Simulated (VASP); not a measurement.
Crystal: NaCl.

```
Na Cl
1.0
     0.00000    2.81000    2.81000
     2.81000    0.00000    2.81000
     2.81000    2.81000    0.00000
Na Cl
1 1
Direct
  0.00000 0.00000 0.00000
  0.50000 0.50000 0.50000
```

```yaml
Program: VASP 6.6.1
Task: relaxation of cell and atoms
Functional: PBE
Potentials_or_basis: VASP PAW PBE potentials, release 64 (Na_pv, Cl)
Cutoff: 600 eV
k_mesh: 8 × 8 × 8
Occupations: gaussian, width 0.02 eV
Spin: no spin polarisation
```

At the start: pressure 1.1 GPa; volume 22.19 Å³/atom.

Task: Where does the relaxation end?

Result: Over 3 steps the energy falls by 2.9 meV/atom and the volume is 23.13 Å³/atom (+4.3 %); space group Fm-3m (No. 225, to 0.05 Å).

The path:
```
step  energy change (eV)  largest force (eV/Å)  pressure (GPa)  volume (Å³)
   1              0.0000                0.0000            1.05        44.38
   2             -0.0045                0.0000            0.48        45.32
   3             -0.0058                0.0000           -0.03        46.26
```

Final structure:
```
Na Cl
1.0
     0.00000    2.84927    2.84927
     2.84927    0.00000    2.84927
     2.84927    2.84927    0.00000
Na Cl
1 1
Direct
  0.00000 0.00000 0.00000
  0.50000 0.50000 0.50000
```
